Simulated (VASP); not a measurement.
# CaO (Lime) (Fm-3m) in VASP: notebook

The runs below take CaO (Lime) through single point, with PBE.

Everything below comes from runs of VASP 6.6.1. Logs are shortened: lines on timing, memory, paths and dates and some standing lists are left out, and cuts for length are marked.

## (1) The cell of the first run

Symmetry: Fm-3m, No. 225, cubic system. Conventional cell: a = 4.732 Å, b = 4.732 Å, c = 4.732 Å, α = 90.00°, β = 90.00°, γ = 90.00°. Within 3.1 Å of Ca (site symmetry m-3m) lie 6 O at 2.37 Å. O (site symmetry m-3m) has 6 Ca at 2.37 Å within 3.1 Å.

## (2) Single point, PBE (volume changed by -6%)

The input, INCAR:

```
PREC = Accurate
ENCUT = 520
EDIFF = 1E-6
ISMEAR = 0
SIGMA = 0.01
LREAL = F
LASPH = T
NELM = 60
ALGO = Normal
ISIF = 2
LWAVE = F
LCHARG = F
GGA = PE
NBANDS = 15
```

The input, KPOINTS:

```
regular mesh
0
Gamma
  8 8 8
```

The input, POSCAR:

```
CaO
1.0
    0.0000000000      2.3657553221      2.3657553221
    2.3657553221      0.0000000000      2.3657553221
    2.3657553221      2.3657553221      0.0000000000
Ca O
1 1
Direct
    0.0000000000      0.0000000000      0.0000000000
    0.5000000000      0.5000000000      0.5000000000
```

Potentials or basis: VASP PAW PBE potentials, release 64 (Ca_sv, O).

Launch:

```console
> cat potpaw_PBE.64/Ca_sv/POTCAR potpaw_PBE.64/O/POTCAR > POTCAR
> mpirun -np 1 vasp_std > vasp.out
```

OUTCAR:

```text
PREC = Accurate
   ENCUT = 520
   EDIFF = 1E-6
   ISMEAR = 0
   LREAL = F
   LASPH = T
   NELM = 60
   ISIF = 2
   GGA = PE

 ion  position               nearest neighbor table
   1  0.000  0.000  0.000-   2 2.37   2 2.37   2 2.37   2 2.37   2 2.37   2 2.37
   2  0.500  0.500  0.500-   1 2.37   1 2.37   1 2.37   1 2.37   1 2.37   1 2.37

  LATTYP: Found a face centered cubic cell.
 ALAT       =     4.7315106442

  Lattice vectors:

 A1 = (   0.0000000000,   2.3657553221,   2.3657553221)
 A2 = (   2.3657553221,   0.0000000000,   2.3657553221)
 A3 = (   2.3657553221,   2.3657553221,   0.0000000000)

Analysis of symmetry for initial positions (statically):
=====================================================================
 Subroutine PRICEL returns:
 Original cell was already a primitive cell.

 Routine SETGRP: Setting up the symmetry group for a
 face centered cubic supercell.

 Subroutine GETGRP returns: Found 48 space group operations
 (whereof 48 operations were pure point group operations)
 out of a pool of 48 trial point group operations.

The static configuration has the point symmetry O_h .

Analysis of symmetry for dynamics (positions and initial velocities):
=====================================================================
 Subroutine PRICEL returns:
 Original cell was already a primitive cell.

 Routine SETGRP: Setting up the symmetry group for a
 face centered cubic supercell.

 Subroutine GETGRP returns: Found 48 space group operations
 (whereof 48 operations were pure point group operations)
 out of a pool of 48 trial point group operations.

The dynamic configuration has the point symmetry O_h .

 Subroutine INISYM returns: Found 48 space group operations
 (whereof 48 operations are pure point group operations),
 and found     1 'primitive' translations

----------------------------------------------------------------------------------------

                                     Primitive cell

  volume of cell :      26.4813

  direct lattice vectors                    reciprocal lattice vectors
     0.000000000  2.365755322  2.365755322    -0.211348991  0.211348991  0.211348991
     2.365755322  0.000000000  2.365755322     0.211348991 -0.211348991  0.211348991
     2.365755322  2.365755322  0.000000000     0.211348991  0.211348991 -0.211348991

  length of vectors
     3.345683262  3.345683262  3.345683262     0.366067190  0.366067190  0.366067190

  position of ions in fractional coordinates (direct lattice)
     0.000000000  0.000000000  0.000000000
     0.500000000  0.500000000  0.500000000

  ion indices of the primitive-cell ions
   primitive index   ion index
                 1           1
                 2           2

----------------------------------------------------------------------------------------

 KPOINTS: regular mesh

Automatic generation of k-mesh.
 Grid dimensions read from file:
 generate k-points for:    8    8    8

 Generating k-lattice:

  Cartesian coordinates                     Fractional coordinates (reciprocal lattice)
    -0.026418624  0.026418624  0.026418624     0.125000000  0.000000000  0.000000000
     0.026418624 -0.026418624  0.026418624     0.000000000  0.125000000  0.000000000
     0.026418624  0.026418624 -0.026418624     0.000000000  0.000000000  0.125000000

  Length of vectors
     0.045758399  0.045758399  0.045758399

  Shift w.r.t. Gamma in fractional coordinates (k-lattice)
     0.000000000  0.000000000  0.000000000

 Subroutine IBZKPT returns following result:
 ===========================================

 Found     29 irreducible k-points:

 Following reciprocal coordinates:
            Coordinates               Weight
  0.000000  0.000000  0.000000      1.000000
  0.125000  0.000000  0.000000      8.000000
  0.250000  0.000000  0.000000      8.000000
  0.375000  0.000000  0.000000      8.000000
  0.500000  0.000000  0.000000      4.000000
  0.125000  0.125000  0.000000      6.000000
[... 16 lines left out ...]
  0.500000  0.250000  0.125000     48.000000
 -0.375000  0.250000  0.125000     24.000000
 [... further k-points ...]
   k-points           NKPTS =     29   k-points in BZ     NKDIM =     29   number of bands    NBANDS=     15
   number of dos      NEDOS =    301   number of ions     NIONS =      2
   total plane-waves  NPLWV =  21952
   dimension x,y,z NGX =    28 NGY =   28 NGZ =   28
   dimension x,y,z NGXF=    56 NGYF=   56 NGZF=   56
   ions per type =               1   1
   NGX,Y,Z   is equivalent  to a cutoff of  13.91, 13.91, 13.91 a.u.
   NGXF,Y,Z  is equivalent  to a cutoff of  27.83, 27.83, 27.83 a.u.
 SYSTEM =  unknown system
   PREC   = accura    normal or accurate (medium, high low for compatibility)
   ISTART =      0    job   : 0-new  1-cont  2-samecut
   ICHARG =      2    charge: 1-file 2-atom 10-const
   ISPIN  =      1    spin polarized calculation?
   LNONCOLLINEAR =      F non collinear calculations
   LSORBIT =      F    spin-orbit coupling
   LASPH  =      T    aspherical Exc in radial PAW
   ENCUT  =  520.0 eV  38.22 Ry    6.18 a.u.   6.22  6.22  6.22*2*pi/ulx,y,z
   NELM   =     60;   NELMIN=  2; NELMDL= -5     # of ELM steps
   EDIFF  = 0.1E-05   stopping-criterion for ELM
   LREAL  =      F    real-space projection
   EDIFFG = 0.1E-04   stopping-criterion for IOM
   NSW    =      0    number of steps for IOM
   IBRION =     -1    ionic relax: 0-MD 1-quasi-New 2-CG
   NFREE  =      0    steps in history (QN), initial steepest desc. (CG)
   ISIF   =      2    stress and relaxation
   ISYM   =      2    0-nonsym 1-usesym 2-fastsym
   POTIM  = 0.5000    time-step for ionic-motion
   TEBEG  =    0.0;   TEEND  =   0.0 temperature during run
   PSTRESS=    0.0 pullay stress
   NELECT =      16.0000    total number of electrons
   NUPDOWN=      -1.0000    fix difference up-down
   EMIN   =  10.00;   EMAX   =-10.00  energy-range for DOS
   EFERMI =   0.00;   METHOD = LEGACY
   ISMEAR =     0;   SIGMA  =   0.01  broadening in eV -4-tet -1-fermi 0-gaus
   EFERMI_NEDOS =   21; number of points for ismear=-14 and -15
   IALGO  =     38    algorithm
   IMIX   =      4    mixing-type and parameters
     AMIX     =   0.40;   BMIX     =  1.00
     AMIX_MAG =   1.60;   BMIX_MAG =  1.00
  volume/ion in A,a.u.               =      13.24        89.35
  Fermi-wavevector in a.u.,A,eV,Ry     =   1.383997  2.615374 26.061230  1.915446
  Thomas-Fermi vector in A             =   2.508542
   LORBIT       =      0    0 simple, 1 ext, 2 COOP (PROOUT), +10 PAW based schemes
   GGA     = PE    functional components
   LHFCALC =     F    Hartree Fock is set to
   AEXX    =    0.0000 exact exchange contribution
   IVDW    =     0    specifies the selected vdW correction
   LEPSILON=     F    determine dielectric tensor
   LRPA    =     F    only Hartree local field effects (RPA)
 non-spin polarized calculation
 Gauss-broadening in eV      SIGMA  =   0.01
  energy-cutoff  :      520.00
  volume of cell :       26.48
 maximum number of plane-waves:       725
 NGX is ok and might be reduce to    28
   NGX = 13   NGY = 13   NGZ = 13

 number of electron      15.9999998 magnetization

 Free energy of the ion-electron system (eV)
  ---------------------------------------------------
  ext. energy  EPLUGINS =         0.00000000
  ---------------------------------------------------
  free energy    TOTEN  =       -12.75882675 eV

  energy without entropy =      -12.75882675  energy(sigma->0) =      -12.75882675

 E-fermi :   2.6875     XC(G=0): -10.7073

 val. band max:        2.6250639932   @ k =   0.0000   0.0000   0.0000
 cond. band min:       6.2410236895   @ k =   0.5000   0.5000   0.0000
 fundamental gap:      3.6159596963
 Fermi energy:         2.6874851210

 k-point     1 :       0.0000    0.0000    0.0000
  band No.  band energies     occupation
      1     -34.8241      2.00000
      2     -15.5502      2.00000
      3     -15.5502      2.00000
      4     -15.5502      2.00000
      5     -12.9999      2.00000
      6       2.6251      2.00000
      7       2.6251      2.00000
      8       2.6251      2.00000
      9       7.7315      0.00000
     10       8.9628      0.00000
     11       8.9628      0.00000
     12       8.9628      0.00000
     13      10.5505      0.00000
     14      10.5505      0.00000
     15      17.9933      0.00000

 k-point     2 :       0.1250    0.0000    0.0000
  band No.  band energies     occupation
      1     -34.8057      2.00000
      2     -15.8197      2.00000
      3     -15.5592      2.00000
      4     -15.5592      2.00000
      5     -12.7223      2.00000
      6       2.0760      2.00000
      7       2.3956      2.00000
      8       2.3956      2.00000
      9       8.4208      0.00000
     10       8.9302      0.00000
     11       9.2432      0.00000
     12       9.2432      0.00000
     13      10.9486      0.00000
     14      10.9486      0.00000
     15      18.6251      0.00000

 k-point     3 :       0.2500    0.0000    0.0000
  band No.  band energies     occupation
      1     -34.7610      2.00000
      2     -16.3302      2.00000
      3     -15.5806      2.00000
      4     -15.5806      2.00000
      5     -12.1905      2.00000
      6       1.0347      2.00000
      7       1.9072      2.00000
      8       1.9072      2.00000
      9       9.0229      0.00000
     10       9.9014      0.00000
     11       9.9800      0.00000
     12       9.9800      0.00000
     13      11.9019      0.00000
     14      11.9019      0.00000
     15      19.0653      0.00000
[... 343 lines left out ...]
 k-point    23 :       0.5000    0.2500    0.1250
  band No.  band energies     occupation
      1     -34.6925      2.00000
      2     -16.5507      2.00000
      3     -15.8125      2.00000
      4     -15.6663      2.00000
      5     -11.9901      2.00000
      6       0.5512      2.00000
      7       1.4836      2.00000
      8       1.7531      2.00000
      9       8.6204      0.00000
     10      10.3961      0.00000
     11      11.3487      0.00000
     12      11.5127      0.00000
     13      12.9129      0.00000
     14      14.1818      0.00000
     15      18.0101      0.00000

 k-point    24 :      -0.3750    0.2500    0.1250
  band No.  band energies     occupation
      1     -34.6775      2.00000
      2     -16.6222      2.00000
      3     -15.8299      2.00000
      4     -15.6965      2.00000
      5     -11.9301      2.00000
      6       0.4999      2.00000
      7       1.4511      2.00000
      8       1.5006      2.00000
      9       9.5589      0.00000
     10       9.6416      0.00000
     11      11.6583      0.00000
     12      11.9271      0.00000
     13      13.2139      0.00000
     14      15.0095      0.00000
     15      17.0906      0.00000

 [... further k-points ...]

------------------------ aborting loop because EDIFF is reached ----------------------------------------

  FORCE on cell =-STRESS in cart. coord.  units (eV):
  Direction    XX          YY          ZZ          XY          YZ          ZX
  --------------------------------------------------------------------------------------
  -------------------------------------------------------------------------------------
  Total        1.3616587      1.3616587      1.3616587      0.0000000      0.0000000      0.0000000
  in kB       82.3833372     82.3833372     82.3833372      0.0000000      0.0000000      0.0000000
  external PRESSURE =      82.3833372 kB  Pullay stress =       0.0000000 kB

 VOLUME and BASIS-vectors are now :
 -----------------------------------------------------------------------------
  energy-cutoff  :      520.00
  volume of cell :       26.48
      direct lattice vectors                 reciprocal lattice vectors
     0.000000000  2.365755322  2.365755322    -0.211348991  0.211348991  0.211348991
     2.365755322  0.000000000  2.365755322     0.211348991 -0.211348991  0.211348991
     2.365755322  2.365755322  0.000000000     0.211348991  0.211348991 -0.211348991

 POSITION                                       TOTAL-FORCE (eV/Angst)
 -----------------------------------------------------------------------------------
      0.00000      0.00000      0.00000         0.000000      0.000000      0.000000
      2.36576      2.36576      2.36576        -0.000000     -0.000000     -0.000000
 -----------------------------------------------------------------------------------
    total drift:                                0.000000      0.000000      0.000000

  FREE ENERGIE OF THE ION-ELECTRON SYSTEM (eV)
  ---------------------------------------------------
  free  energy   TOTEN  =       -12.7588267508 eV

  energy  without entropy=      -12.7588267508  energy(sigma->0) =      -12.75882675
```

It took 21 s on 1 thread of Intel Xeon Platinum 8375C at 2.90GHz (Ice Lake), shared host; peak memory 0.16 GiB.

Results:

| Property | Result |
| --- | --- |
| Free energy | -12.7588 eV |
| Pressure | 8.2 GPa |
| Band gap on the k mesh | 3.62 eV, indirect (least direct gap 3.98 eV) |

Caveat: the cell differs from its parent crystal (volume changed by -6%). A k mesh can miss the band edges.

## (3) Single point, PBE

This run uses another cell than the first one, of 14.09 Å³/atom, 1.064 times its volume.

INCAR, as its differences from that of step 2:

```diff
@@ -2,3 +2,3 @@
 ENCUT = 520
-EDIFF = 1E-6
+EDIFF = 1E-7
 ISMEAR = 0
```

The input, KPOINTS:

```
Automatic mesh
0
Gamma
  8 8 8
```

The input, POSCAR:

```
CaO
1.0
    0.0000000000      2.4150560130      2.4150560130
    2.4150560130      0.0000000000      2.4150560130
    2.4150560130      2.4150560130      0.0000000000
Ca O
1 1
Direct
    0.0000000000      0.0000000000      0.0000000000
    0.5000000000      0.5000000000      0.5000000000
```

Potentials or basis: VASP PAW PBE potentials, release 64 (Ca_sv, O).

Launch:

```console
> cat potpaw_PBE.64/Ca_sv/POTCAR potpaw_PBE.64/O/POTCAR > POTCAR
> mpirun -np 1 vasp_std > vasp.out
```

Run time: 18 s. Hardware: 1 thread of Intel Xeon Platinum 8375C at 2.90GHz (Ice Lake), shared host; peak memory 0.16 GiB.

The run converged. Its results:

- Free energy: -12.8053 eV
- Pressure: 0.6 GPa
- Band gap on the k mesh: 3.64 eV, indirect (least direct gap 4.02 eV)

Levels at points of the mesh, in eV from the valence-band top:
```csv
k point,band 5,band 6,band 7,band 8,band 9,band 10,band 11,band 12
"(0.00, 0.00, 0.00)",-15.50,0.00,0.00,0.00,4.59,6.19,6.19,6.19
"(0.50, 0.00, 0.00)",-14.37,-2.60,-1.17,-1.17,6.98,8.27,8.27,8.39
"(0.50, 0.50, 0.00)",-15.26,-1.31,-0.38,-0.38,3.64,7.94,8.81,9.43
```

A k mesh can miss the band edges. As with any semilocal functional, this PBE gap is likely too small.
